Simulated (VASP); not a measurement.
# CuO (Cc) in VASP: a series of runs

Aim: see how the results for CuO move with the level of theory and the settings. Levels: PBE, r2SCAN. Tasks: relaxation of the atoms, single point.

Everything below comes from runs of VASP 6.6.1. Logs are shortened: lines on timing, memory, paths and dates and some standing lists are left out, and cuts for length are marked.

### 1 The cell of the first run

Symmetry: Cc, No. 9, monoclinic system. Conventional cell: a = 4.502 Å, b = 3.290 Å, c = 5.126 Å, α = 90.00°, β = 99.27°, γ = 90.00°. Within 2.5 Å of Cu (site symmetry 1) lie 4 O at 1.86 to 1.97 Å. Within 2.5 Å of O (site symmetry 1) lie 4 Cu at 1.86 to 1.97 Å.

### 2 Relaxation of the atoms, PBE

File INCAR:

```
SYSTEM = CuO
ALGO     = Normal         ! electronic algorithm
EDIFF    = 1E-6           ! SCF threshold, eV
EDIFFG   = -0.01          ! ionic threshold
ENCUT    = 520            ! plane-wave cutoff, eV
GGA      = PE             ! functional
IBRION   = 2              ! ionic algorithm
ISIF     = 2              ! what is computed and relaxed
ISMEAR   = -1             ! smearing method
LASPH    = .True.         ! aspherical terms in the spheres
LCHARG   = .False.        ! write CHGCAR
LREAL    = .False.        ! projectors in reciprocal space
LWAVE    = .False.        ! write WAVECAR
NELM     = 80             ! most SCF steps
NSW      = 60             ! ionic steps
PREC     = Accurate       ! precision mode
SIGMA    = 0.05           ! smearing width, eV
```

File KPOINTS:

```
k-points
0
Gamma
  8 8 5
  0 0 0
```

File POSCAR:

```
CuO
1.0
    2.2508640000     -1.6448640000      0.0000000000
    2.2508640000      1.6448640000      0.0000000000
   -0.8261321810      0.0000000000      5.0594363927
Cu O
2 2
Direct
    0.4968000000      0.0032000000      0.5000000000
    0.0032000000      0.4968000000      0.0000000000
    0.4056000000      0.5714000000      0.7537000000
    0.5714000000      0.4056000000      0.2537000000
```

Potentials or basis: VASP PAW PBE potentials, release 64 (Cu, O).

On the command line:

```sh
$ cat potpaw_PBE.64/Cu/POTCAR potpaw_PBE.64/O/POTCAR > POTCAR
$ mpirun -np 1 vasp_std > vasp.out
```

OUTCAR:

```text
SYSTEM = CuO
   EDIFF = 1E-6
   EDIFFG = -0.01
   ENCUT = 520
   GGA = PE
   IBRION = 2
   ISIF = 2
   ISMEAR = -1
   LASPH = .True.
   LREAL = .False.
   NELM = 80
   NSW = 60
   PREC = Accurate

 ion  position               nearest neighbor table
   1  0.497  0.003  0.500-   4 1.86   3 1.89   4 1.93   3 1.97
   2  0.003  0.497  0.000-   3 1.86   4 1.89   3 1.93   4 1.97
   3  0.406  0.571  0.754-   2 1.86   1 1.89   2 1.93   1 1.97
   4  0.571  0.406  0.254-   1 1.86   2 1.89   1 1.93   2 1.97

  LATTYP: Found a base centered monoclinic cell.
 ALAT       =     4.5017280000
 B/A-ratio  =     0.7307700510
 C/A-ratio  =     1.1387716855
 COS(beta)  =    -0.1611512315

  Lattice vectors:

 A1 = (   2.2508640000,  -1.6448640000,   0.0000000000)
 A2 = (   2.2508640000,   1.6448640000,   0.0000000000)
 A3 = (  -0.8261321810,   0.0000000000,   5.0594363927)

Analysis of symmetry for initial positions (statically):
=====================================================================
 Subroutine PRICEL returns:
 Original cell was already a primitive cell.

 Routine SETGRP: Setting up the symmetry group for a
 base centered monoclinic supercell.

 Subroutine GETGRP returns: Found  2 space group operations
 (whereof  1 operations were pure point group operations)
 out of a pool of  4 trial point group operations.

The static configuration has the point symmetry C_1 .
 The point group associated with its full space group is C_1h.

Analysis of symmetry for dynamics (positions and initial velocities):
=====================================================================
 Subroutine PRICEL returns:
 Original cell was already a primitive cell.

 Routine SETGRP: Setting up the symmetry group for a
 base centered monoclinic supercell.

 Subroutine GETGRP returns: Found  2 space group operations
 (whereof  1 operations were pure point group operations)
 out of a pool of  4 trial point group operations.

The dynamic configuration has the point symmetry C_1 .
 The point group associated with its full space group is C_1h.

 Subroutine INISYM returns: Found  2 space group operations
 (whereof  1 operations are pure point group operations),
 and found     1 'primitive' translations

----------------------------------------------------------------------------------------

                                     Primitive cell

  volume of cell :      37.4638

  direct lattice vectors                    reciprocal lattice vectors
     2.250864000 -1.644864000  0.000000000     0.222136922 -0.303976499  0.036271720
     2.250864000  1.644864000  0.000000000     0.222136922  0.303976499  0.036271720
    -0.826132181  0.000000000  5.059436393     0.000000000  0.000000000  0.197650474

  length of vectors
     2.787824658  2.787824658  5.126440382     0.378235590  0.378235590  0.197650474

  position of ions in fractional coordinates (direct lattice)
     0.496800000  0.003200000  0.500000000
     0.003200000  0.496800000  0.000000000
     0.405600000  0.571400000  0.753700000
     0.571400000  0.405600000  0.253700000

  ion indices of the primitive-cell ions
   primitive index   ion index
                 1           1
                 2           2
                 3           3
                 4           4

----------------------------------------------------------------------------------------

 KPOINTS: k-points

Automatic generation of k-mesh.
 Grid dimensions read from file:
 generate k-points for:    8    8    5

 Generating k-lattice:

  Cartesian coordinates                     Fractional coordinates (reciprocal lattice)
     0.027767115 -0.037997062  0.004533965     0.125000000 -0.000000000  0.000000000
     0.027767115  0.037997062  0.004533965    -0.000000000  0.125000000  0.000000000
     0.000000000  0.000000000  0.039530095     0.000000000  0.000000000  0.200000000

  Length of vectors
     0.047279449  0.047279449  0.039530095

  Shift w.r.t. Gamma in fractional coordinates (k-lattice)
     0.000000000  0.000000000  0.000000000

 Subroutine IBZKPT returns following result:
 ===========================================

 Found     93 irreducible k-points:

 Following reciprocal coordinates:
            Coordinates               Weight
  0.000000  0.000000  0.000000      1.000000
  0.125000  0.000000  0.000000      4.000000
  0.250000  0.000000  0.000000      4.000000
  0.375000  0.000000  0.000000      4.000000
  0.500000  0.000000  0.000000      2.000000
  0.125000  0.125000  0.000000      2.000000
[... 16 lines left out ...]
  0.125000  0.000000  0.200000      4.000000
  0.250000  0.000000  0.200000      4.000000
 [... further k-points ...]
   k-points           NKPTS =     93   k-points in BZ     NKDIM =     93   number of bands    NBANDS=     21
   number of dos      NEDOS =    301   number of ions     NIONS =      4
   total plane-waves  NPLWV =  23040
   dimension x,y,z NGX =    24 NGY =   24 NGZ =   40
   dimension x,y,z NGXF=    48 NGYF=   48 NGZF=   80
   ions per type =               2   2
   NGX,Y,Z   is equivalent  to a cutoff of  14.31, 14.31, 12.97 a.u.
   NGXF,Y,Z  is equivalent  to a cutoff of  28.62, 28.62, 25.94 a.u.
 SYSTEM =  CuO
   PREC   = accura    normal or accurate (medium, high low for compatibility)
   ISTART =      0    job   : 0-new  1-cont  2-samecut
   ICHARG =      2    charge: 1-file 2-atom 10-const
   ISPIN  =      1    spin polarized calculation?
   LNONCOLLINEAR =      F non collinear calculations
   LSORBIT =      F    spin-orbit coupling
   LASPH  =      T    aspherical Exc in radial PAW
   ENCUT  =  520.0 eV  38.22 Ry    6.18 a.u.   5.18  5.18  9.53*2*pi/ulx,y,z
   NELM   =     80;   NELMIN=  2; NELMDL= -5     # of ELM steps
   EDIFF  = 0.1E-05   stopping-criterion for ELM
   LREAL  =      F    real-space projection
   EDIFFG = -.1E-01   stopping-criterion for IOM
   NSW    =     60    number of steps for IOM
   IBRION =      2    ionic relax: 0-MD 1-quasi-New 2-CG
   NFREE  =      1    steps in history (QN), initial steepest desc. (CG)
   ISIF   =      2    stress and relaxation
   ISYM   =      2    0-nonsym 1-usesym 2-fastsym
   POTIM  = 0.5000    time-step for ionic-motion
   TEBEG  =    0.0;   TEEND  =   0.0 temperature during run
   PSTRESS=    0.0 pullay stress
   NELECT =      34.0000    total number of electrons
   NUPDOWN=      -1.0000    fix difference up-down
   EMIN   =  10.00;   EMAX   =-10.00  energy-range for DOS
   EFERMI =   0.00;   METHOD = LEGACY
   ISMEAR =    -1;   SIGMA  =   0.05  broadening in eV -4-tet -1-fermi 0-gaus
   EFERMI_NEDOS =   21; number of points for ismear=-14 and -15
   IALGO  =     38    algorithm
   IMIX   =      4    mixing-type and parameters
     AMIX     =   0.40;   BMIX     =  1.00
     AMIX_MAG =   1.60;   BMIX_MAG =  1.00
  volume/ion in A,a.u.               =       9.37        63.20
  Fermi-wavevector in a.u.,A,eV,Ry     =   1.585005  2.995225 34.181118  2.512241
  Thomas-Fermi vector in A             =   2.684536
   LORBIT       =      0    0 simple, 1 ext, 2 COOP (PROOUT), +10 PAW based schemes
   GGA     = PE    functional components
   LHFCALC =     F    Hartree Fock is set to
   AEXX    =    0.0000 exact exchange contribution
   IVDW    =     0    specifies the selected vdW correction
   LEPSILON=     F    determine dielectric tensor
   LRPA    =     F    only Hartree local field effects (RPA)
 conjugate gradient relaxation of ions
 non-spin polarized calculation
  energy-cutoff  :      520.00
  volume of cell :       37.46
 maximum number of plane-waves:      1023
 NGX is ok and might be reduce to    24
   NGX = 11   NGY = 11   NGZ = 19

--------------------------------------- Ionic step        1  -------------------------------------------

 number of electron      33.9999995 magnetization

 Free energy of the ion-electron system (eV)
  ---------------------------------------------------
  ext. energy  EPLUGINS =         0.00000000
  ---------------------------------------------------
  free energy    TOTEN  =       -19.19319471 eV

  energy without entropy =      -19.17538172  energy(sigma->0) =      -19.18428821

------------------------ aborting loop because EDIFF is reached ----------------------------------------

  FORCE on cell =-STRESS in cart. coord.  units (eV):
  Direction    XX          YY          ZZ          XY          YZ          ZX
  --------------------------------------------------------------------------------------
  -------------------------------------------------------------------------------------
  Total        6.0846015      4.9380408      5.1990463      0.0000000      0.0000000     -0.8649682
  in kB      260.2144073    211.1805278    222.3427012      0.0000000      0.0000000    -36.9912770
  external PRESSURE =     231.2458788 kB  Pullay stress =       0.0000000 kB

 VOLUME and BASIS-vectors are now :
 -----------------------------------------------------------------------------
  energy-cutoff  :      520.00
  volume of cell :       37.46
      direct lattice vectors                 reciprocal lattice vectors
     2.250864000 -1.644864000  0.000000000     0.222136922 -0.303976499  0.036271720
     2.250864000  1.644864000  0.000000000     0.222136922  0.303976499  0.036271720
    -0.826132181  0.000000000  5.059436393     0.000000000  0.000000000  0.197650474
[... 267 lines left out ...]
 POSITION                                       TOTAL-FORCE (eV/Angst)
 -----------------------------------------------------------------------------------
      2.93619      0.82108      2.53935         0.002505      0.005697     -0.002438
      3.34925     -0.82108      0.00963         0.002505     -0.005697     -0.002438
      1.60348      0.26415      3.80366        -0.002505      0.011535      0.002438
      2.01655     -0.26415      1.27394        -0.002505     -0.011535      0.002438
 -----------------------------------------------------------------------------------
    total drift:                               -0.000434      0.000000      0.001133

  FREE ENERGIE OF THE ION-ELECTRON SYSTEM (eV)
  ---------------------------------------------------
  free  energy   TOTEN  =       -19.2486215041 eV

  energy  without entropy=      -19.2302709196  energy(sigma->0) =      -19.23944621

--------------------------------------- Ionic step        9  -------------------------------------------

 number of electron      33.9999994 magnetization

 Free energy of the ion-electron system (eV)
  ---------------------------------------------------
  ext. energy  EPLUGINS =         0.00000000
  ---------------------------------------------------
  free energy    TOTEN  =       -19.24862980 eV

  energy without entropy =      -19.23028243  energy(sigma->0) =      -19.23945611

 E-fermi :   6.8117     XC(G=0): -12.3825

 val. band max:        6.7842833347   @ k =   0.5000   0.0000   0.2000
 cond. band min:       6.8242925049   @ k =   0.1250   0.0000   0.0000
 fundamental gap:      0.0400091702
 Fermi energy:         6.8117050770

 k-point     1 :       0.0000    0.0000    0.0000
  band No.  band energies     occupation
      1     -13.8226      2.00000
      2     -12.4040      2.00000
      3      -2.1556      2.00000
      4       0.8513      2.00000
      5       1.2153      2.00000
      6       3.1241      2.00000
[... 13 lines left out ...]
     20      13.1624      0.00000
     21      15.2193      0.00000
[... 529 lines left out ...]
 k-point    24 :       0.2500    0.0000    0.2000
  band No.  band energies     occupation
      1     -13.2547      2.00000
      2     -12.3915      2.00000
      3      -1.2301      2.00000
      4       0.3443      2.00000
      5       0.6744      2.00000
      6       1.1140      2.00000
[... 13 lines left out ...]
     20      13.1067      0.00000
     21      16.0568      0.00000

 [... further k-points ...]

------------------------ aborting loop because EDIFF is reached ----------------------------------------

  FORCE on cell =-STRESS in cart. coord.  units (eV):
  Direction    XX          YY          ZZ          XY          YZ          ZX
  --------------------------------------------------------------------------------------
  -------------------------------------------------------------------------------------
  Total        5.9365392      4.9585803      5.0283576      0.0000000      0.0000000     -0.5531255
  in kB      253.8823650    212.0589218    215.0430225      0.0000000      0.0000000    -23.6549964
  external PRESSURE =     226.9947698 kB  Pullay stress =       0.0000000 kB

 VOLUME and BASIS-vectors are now :
 -----------------------------------------------------------------------------
  energy-cutoff  :      520.00
  volume of cell :       37.46
      direct lattice vectors                 reciprocal lattice vectors
     2.250864000 -1.644864000  0.000000000     0.222136922 -0.303976499  0.036271720
     2.250864000  1.644864000  0.000000000     0.222136922  0.303976499  0.036271720
    -0.826132181  0.000000000  5.059436393     0.000000000  0.000000000  0.197650474

 POSITION                                       TOTAL-FORCE (eV/Angst)
 -----------------------------------------------------------------------------------
      2.93646      0.82051      2.53936         0.000425      0.006467     -0.000026
      3.34952     -0.82051      0.00964         0.000425     -0.006467     -0.000026
      1.60321      0.26509      3.80365        -0.000425      0.004252      0.000026
      2.01628     -0.26509      1.27393        -0.000425     -0.004252      0.000026
 -----------------------------------------------------------------------------------
    total drift:                                0.001224     -0.000000      0.001637

  FREE ENERGIE OF THE ION-ELECTRON SYSTEM (eV)
  ---------------------------------------------------
  free  energy   TOTEN  =       -19.2486298024 eV

  energy  without entropy=      -19.2302824266  energy(sigma->0) =      -19.23945611

 reached required accuracy - stopping structural energy minimisation
```

Wall time 3.9 min (1 thread of Intel Xeon Platinum 8375C at 2.90GHz (Ice Lake), shared host); peak memory 0.2 GiB.

What came out:

| Quantity | Value |
| --- | --- |
| Free energy | -19.2486 eV |
| Energy gained by relaxing | 13.9 meV/atom |
| Ionic steps | 9 |
| Pressure after relaxing | 22.7 GPa |
| Largest force after relaxing | 0.006 eV/Å |
| Band gap on the k mesh | zero (bands 17 and 18 overlap by 0.45 eV) |

Forces in eV/Å, atoms in the order of the input:
```
Cu   0.000  0.006  0.000
Cu   0.000 -0.006  0.000
O    0.000  0.004  0.000
O    0.000 -0.004  0.000
```

Step by step:
```
step  energy change (eV)  largest force (eV/Å)  pressure (GPa)
   1              0.0000                0.9952           23.12
   2             -0.0400                0.5220           22.70
   3             -0.0552                0.0393           22.30
   4             -0.0552                0.0430           22.44
   5             -0.0553                0.0246           22.49
   6             -0.0553                0.0236           22.57
   7             -0.0554                0.0194           22.81
   8             -0.0554                0.0121           22.65
   9             -0.0554                0.0065           22.70
```

Final structure:
```xyz
4
Lattice="2.2509 -1.6449 0.0000 2.2509 1.6449 0.0000 -0.8261 0.0000 5.0594" Properties=species:S:1:pos:R:3 pbc="T T T"
Cu    2.9365    0.8205    2.5394
Cu    3.3495   -0.8205    0.0096
O     1.6032    0.2651    3.8037
O     2.0163   -0.2651    1.2739
```

Caveat: semilocal functionals often make such compounds metallic where correlation or magnetic order opens a gap, which also shifts bond lengths.

### 3 Single point, PBE (10.77 Å³/atom)

This run uses another cell than the first one, of 10.77 Å³/atom.

File INCAR:

```
SYSTEM = CuO
PREC = Accurate ; ENCUT = 520
EDIFF = 1E-6 ; ISMEAR = -1
SIGMA = 0.05 ; LREAL = .False.
LASPH = .True. ; NELM = 100
ALGO = Normal ; ISIF = 2
LWAVE = .False. ; LCHARG = .True.
GGA = PE ; LELF = .True.
LVHAR = .True. ; NBANDS = 25
```

File KPOINTS:

```
Automatic mesh
0
Gamma
  10 10 5
  0 0 0
```

File POSCAR:

```
CuO
1.0
    2.3906352041     -1.7470046099      0.0000000000
    2.3906352041      1.7470046099      0.0000000000
   -0.8774322550      0.0000000000      5.1586662202
Cu O
2 2
Direct
    0.4968000000      0.0032000000      0.5000000000
    0.0032000000      0.4968000000      0.0000000000
    0.4056000000      0.5714000000      0.7537000000
    0.5714000000      0.4056000000      0.2537000000
```

Potentials or basis: VASP PAW PBE potentials, release 64 (Cu, O).

On the command line:

```sh
$ cat potpaw_PBE.64/Cu/POTCAR potpaw_PBE.64/O/POTCAR > POTCAR
$ mpirun -np 1 vasp_std > vasp.out
```

Run time: 3.4 min. Hardware: 1 thread of Intel Xeon 8259CL, shared host; peak memory 0.25 GiB.

It converged, with:

| Item | Value |
| --- | --- |
| Free energy | -19.5111 eV |
| Pressure | -3.3 GPa |
| Largest force | 0.705 eV/Å |
| Band gap on the k mesh | zero (bands 17 and 18 overlap by 0.60 eV) |

Forces on the atoms (eV/Å):
```
Cu  -0.524 -0.268  0.197
Cu  -0.524  0.268  0.197
O    0.524 -0.428 -0.197
O    0.524  0.428 -0.197
```

Stress tensor (GPa, compression positive):
```
-3.79  0.00 -0.41
 0.00 -0.56  0.00
-0.41  0.00 -5.47
```

Levels at points of the mesh, in eV from the Fermi level:
```
           k point  band 15  band 16  band 17  band 18  band 19  band 20
(0.00, 0.00, 0.00)    -1.97    -1.53     0.21     0.87     1.52     6.00
(0.50, 0.00, 0.00)    -1.36    -1.29    -0.03     0.29     4.93     6.08
(0.50, 0.50, 0.00)    -1.62    -1.13    -0.60     1.00     3.55     6.84
```

Caveat: the cell stands under tension; semilocal functionals often make such compounds metallic where correlation or magnetic order opens a gap, which also shifts bond lengths. With open d or f shells a metallic result of PBE can be an artefact of self-interaction; +U or a hybrid may open a gap.

[end of part 1 of 2]
